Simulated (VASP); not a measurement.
A run of VASP 6.6.1 is set up as follows.

The input INCAR:

```
PREC = Accurate ; ENCUT = 500
EDIFF = 1E-6 ; ISMEAR = 0
SIGMA = 0.2 ; LREAL = False
LASPH = True ; NELM = 200
ALGO = Normal ; ISIF = 2
LWAVE = False ; LCHARG = False
GGA = PE ; NBANDS = 35
GGA_COMPAT = False ; LMAXMIX = 6
```

File KPOINTS:

```
Automatic mesh
0
Gamma
  3 3 3
```

File POSCAR:

```
CaNdAu3
1.0
    5.5201732379      0.0000000000      0.0000000000
    0.0000000000      5.5201732379      0.0000000000
    0.0000000000      0.0000000000      5.4418442800
Ca Nd Au
1 1 3
Direct
    0.0000000000      0.0000000000      0.5000000000
    0.5000000000      0.5000000000      0.0000000000
    0.5000000000      0.5000000000      0.5000000000
    0.0000000000      0.5000000000      0.5000000000
    0.5000000000      0.0000000000      0.5000000000
```

Potentials or basis: VASP PAW PBE potentials, release 64 (Ca_sv, Nd_3, Au), 4f in core.

Launch:

```bash
$ cat potpaw_PBE.64/Ca_sv/POTCAR potpaw_PBE.64/Nd_3/POTCAR potpaw_PBE.64/Au/POTCAR > POTCAR
$ mpirun -np 1 vasp_std > vasp.out
```

Q: Predict the pressure.

A: -0.1 GPa.

Q: Predict the band gap on the k mesh.

A: Zero (bands 27 and 28 overlap by 0.82 eV).

Stress tensor (GPa, compression positive):
```
-0.09  0.00  0.00
 0.00 -0.09  0.00
 0.00  0.00 -0.01
```

Caveat: the k points lie up to 0.38 Å⁻¹ apart, too coarse for converged energies and pressures of a metal; spin-orbit coupling is left out, which moves the levels of the heavy elements; the 4f electrons are frozen in the core, so they carry no moment and show no levels. Spin polarisation is off, so any magnetic state and its effect on volume and gap are missing.
